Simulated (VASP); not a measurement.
Os, 2 atoms in the cell. The structure is hexagonal, space group P6_3/mmc (No. 194). The conventional cell has a = 2.671 Å, b = 2.671 Å, c = 4.233 Å, α = 90.00°, β = 90.00°, γ = 120.00°. Os (site symmetry -6m2) has 12 Os at 2.62 to 2.67 Å within 3.5 Å. 

* Program: VASP 6.6.1
* Task: single point
* Functional: PBEsol
* Potentials or basis: VASP PAW PBE potentials, release 64 (Os)
* Cutoff: 520 eV
* k mesh: 11 × 11 × 6
* Occupations: fermi-dirac, width 0.05 eV
* Spin: no spin polarisation
* Dipole correction: no
* Further INCAR settings: ALGO = Normal; EDIFF = 1e-07; NBANDS = 15

Potentials or basis: VASP PAW PBE potentials, release 64 (Os).

Run with:

```console
$ cat potpaw_PBE.64/Os/POTCAR > POTCAR
$ mpirun -np 1 vasp_std > vasp.out
```

Hardware: 1 thread of Intel Xeon 8259CL, on a shared host.

Problem. Estimate the wall time of this run.

Solution. Wall time 28 s on 1 thread of Intel Xeon 8259CL (shared host), peak memory 0.15 GiB. Counts: scf iterations 13, k points 64.
